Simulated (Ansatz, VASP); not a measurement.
**Two plane-wave programs on Ru**

```
CELL_PARAMETERS angstrom
2.70580 0.00000 0.00000
-1.35290 2.34329 0.00000
0.00000 0.00000 4.28190
ATOMIC_POSITIONS crystal
Ru 0.21503 0.76269 0.25000
Ru 0.66667 0.33333 0.75000
```

Alike in both runs: task single point; functional PBEsol; k mesh 24 × 24 × 12; occupations gaussian, width 0.15 eV; no spin polarisation.

|  | VASP | Ansatz |
| --- | --- | --- |
| version | VASP 6.6.1 | Ansatz 0.2.0 |
| potentials or method | VASP PAW PBE potentials, release 64 (Ru_pv), cutoff 520 eV | scalar-relativistic, plane waves, PAW |
| valence electrons in the cell | 28 | 32 |

Ansatz gave:

| Item | Value |
| --- | --- |
| gap on the k mesh at the Fermi level (eV) | none |
| pressure (GPa) | 2.9 |
| traceless stress, the component that is largest in VASP (GPa) | 13.89 |
| rms of the force components (eV/Å) | 1.510 |

Q: What did VASP give for the same quantities?

A: gap on the k mesh at the Fermi level (eV): none; pressure (GPa): 2.9; traceless stress, the component that is largest in VASP (GPa): 13.92; rms of the force components (eV/Å): 1.510.

VASP's potentials were made for PBE, not for PBEsol. Atom by atom the forces differ by 0.002 eV/Å (rms over components). A gap of «none» marks a metal or a gap that the smearing closes. The functional is the same, so the differences come from potentials, cutoffs and numerics. VASP's potentials hold 28 valence electrons a cell and Ansatz's 32, so a difference there can come from the potentials and not from the codes.
